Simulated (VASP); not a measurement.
Wanted: the native input for a VASP 6.6.1 run.

- Task: relaxation of cell and atoms
- Functional: PBEsol
- Potentials or basis: VASP PAW PBE potentials, release 64 (Au)
- Cutoff: 500 eV
- k mesh: 8 × 8 × 8
- Occupations: gaussian, width 0.1 eV
- Spin: no spin polarisation
- Dipole correction: no
- Further INCAR settings: ALGO = Normal; EDIFF = 1e-07; IBRION = 2; EDIFFG = -0.04; NSW = 90; ISIF = 3

The structure of Au lies in POSCAR:

```
Au
1.0
   -1.4584792887      1.4584792887      2.2188634728
    1.4584792887     -1.4584792887      2.2188634728
    1.4584792887      1.4584792887     -2.2188634728
Au
1
Direct
    0.0000000000      0.0000000000      0.0000000000
```

One way to write it, as run:

INCAR

```
SYSTEM = Au
PREC = Accurate
ENCUT = 500
EDIFF = 1E-7
ISMEAR = 0
SIGMA = 0.1
LREAL = .False.
LASPH = .True.
NELM = 120
ALGO = Normal
ISIF = 3
LWAVE = .False.
LCHARG = .False.
GGA = PS
IBRION = 2
NSW = 90
EDIFFG = -0.04
GGA_COMPAT = .False.
NELMIN = 4
```

KPOINTS

```
Automatic mesh
0
Gamma
  8 8 8
  0 0 0
```

Potentials or basis: VASP PAW PBE potentials, release 64 (Au).

Launch:

```sh
$ cat potpaw_PBE.64/Au/POTCAR > POTCAR
$ mpirun -np 1 vasp_std > vasp.out
```

Results of the run:

```
Relaxed volume                        : 17.05 Å³/atom
Relaxed cell                          : a = 2.943 Å, b = 2.943 Å, c = 2.943 Å, α = 123.28°, β = 123.28°, γ = 84.41°
Space group after relaxing (to 0.1 Å) : I4/mmm (No. 139)
Energy gained by relaxing             : 83.8 meV/atom
Ionic steps                           : 7
Pressure after relaxing               : 0.3 GPa
Band gap on the k mesh                : zero (an odd number of electrons rules out a gap without spin polarisation)
```

Caveat: the PAW data sets were made with another functional, which shifts forces and pressure a little; spin-orbit coupling is left out, which moves the levels of the heavy elements.

Run time: 35 s on 1 thread of Intel(R) Xeon(R) 6975P-C (Granite Rapids), with other jobs on the host, peak memory 0.14 GiB.
